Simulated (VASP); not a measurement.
The system is CaSb4.

```
CELL_PARAMETERS angstrom
5.11099 0.00000 0.00000
-2.55550 4.42625 0.00000
0.00000 0.00000 6.15786
ATOMIC_POSITIONS crystal
Ca 0.00000 0.00000 0.50000
Sb 0.33333 0.66667 0.50000
Sb 0.66667 0.33333 0.50000
Sb 0.33333 0.66667 0.00000
Sb 0.66667 0.33333 0.00000
```

The cell was generated, and may not be a known phase.

```yaml
Program: VASP 6.6.1
Task: relaxation of cell and atoms
Functional: PBE
Potentials_or_basis: VASP PAW PBE potentials, release 64 (Ca_sv, Sb)
Cutoff: 600 eV
k_mesh: 6 × 6 × 4
Occupations: gaussian, width 0.1 eV
Spin: no spin polarisation
```

At the start: pressure 13.0 GPa; volume 27.86 Å³/atom.

Q: How do energy, volume and symmetry change on relaxing?

A: Over 5 steps the energy falls by 272.5 meV/atom and the volume is 33.50 Å³/atom (+20.3 %); space group P6/mmm (No. 191, to 0.1 Å) before and after.

The path:
| step | energy change (eV) | largest force (eV/Å) | pressure (GPa) | volume (Å³) |
| --- | --- | --- | --- | --- |
| 1 | 0.0000 | 0.0000 | 13.02 | 139.31 |
| 2 | -1.0257 | 0.0000 | -3.75 | 189.19 |
| 3 | -1.3599 | 0.0000 | -0.24 | 169.17 |
| 4 | -1.3596 | 0.0000 | -0.08 | 168.55 |
| 5 | -1.3624 | 0.0000 | 0.15 | 167.52 |

Final structure:
```yaml
crystal:
  lattice:
    - [5.59180, 0.00000, 0.00000]
    - [-2.79590, 4.84264, 0.00000]
    - [0.00000, 0.00000, 6.18617]
  atoms:
    - { symbol: Ca, position: [0.00000, 0.00000, 0.50000] }
    - { symbol: Sb, position: [0.33333, 0.66667, 0.50000] }
    - { symbol: Sb, position: [0.66667, 0.33333, 0.50000] }
    - { symbol: Sb, position: [0.33333, 0.66667, 0.00000] }
    - { symbol: Sb, position: [0.66667, 0.33333, 0.00000] }
```

Caveat: the volume moved by over 15 % at a fixed basis, so the end points are rough.
